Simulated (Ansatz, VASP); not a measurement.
**Ir2Pt: VASP beside Ansatz**

The input INCAR:

```
SYSTEM = Ir2Pt
ALGO = Normal
EDIFF = 1E-6
ENCUT = 500
GGA = PE
GGA_COMPAT = .False.
ISIF = 2
ISMEAR = 0
LASPH = .True.
LCHARG = .True.
LELF = .True.
LREAL = .False.
LVHAR = .True.
LWAVE = .False.
NBANDS = 37
NELM = 120
PREC = Accurate
SIGMA = 0.1
```

The input KPOINTS:

```
k-points
0
Gamma
  4 4 4
  0 0 0
```

The input POSCAR:

```
Ir2Pt
1.0
    0.0000000000      3.5450991200      3.5450991200
    3.5450991200      0.0000000000      3.5450991200
    3.5450991200      3.5450991200      0.0000000000
Ir Pt
4 2
Direct
    0.6250000000      0.1250000000      0.1250000000
    0.1250000000      0.1250000000      0.1250000000
    0.1250000000      0.1250000000      0.6250000000
    0.1250000000      0.6250000000      0.1250000000
    0.5000000000      0.5000000000      0.5000000000
    0.7500000000      0.7500000000      0.7500000000
```

Input for Ansatz:

```yaml
crystal:
  lattice:
    - [0.0, 3.54509912, 3.54509912]
    - [3.54509912, 0.0, 3.54509912]
    - [3.54509912, 3.54509912, 0.0]
  atoms:
    - { symbol: Ir, position: [0.625, 0.125, 0.125] }
    - { symbol: Ir, position: [0.125, 0.125, 0.125] }
    - { symbol: Ir, position: [0.125, 0.125, 0.625] }
    - { symbol: Ir, position: [0.125, 0.625, 0.125] }
    - { symbol: Pt, position: [0.5, 0.5, 0.5] }
    - { symbol: Pt, position: [0.75, 0.75, 0.75] }
basis:
  ecutwfc: 420
kpoints:
  mp_grid: { grid: [4, 4, 4] }
hamiltonian:
  xc: pbe
scf:
  occupations: { method: gaussian, width: 0.1 }
  lower_state_search: "off"
output:
  forces: true
  stress: true
  eigenvalues: true
```

Change from the starting cell: species swapped into the YPt2 type (Fd-3m, No. 227).

Alike in both runs: task single point; functional PBE; k mesh 4 × 4 × 4; occupations gaussian, width 0.1 eV; no spin polarisation.

```csv
,VASP,Ansatz
version,VASP 6.6.1,Ansatz 0.2.0
potentials or method,"VASP PAW PBE potentials, release 64 (Ir, Pt), cutoff 500 eV","scalar-relativistic, plane waves, PAW"
valence electrons in the cell,56,104
```

VASP gave:

* gap on the k mesh at the Fermi level (eV): none
* pressure (GPa): 25.0

Task: Estimate Ansatz's values.

Result: gap on the k mesh at the Fermi level (eV): none; pressure (GPa): 24.5.

A gap of «none» marks a metal or a gap that the smearing closes. VASP's potentials hold 56 valence electrons a cell and Ansatz's 104, so a difference there can come from the potentials and not from the codes.

The k mesh is coarse, so the values compare programs but aren't converged. Spin-orbit coupling is off throughout.
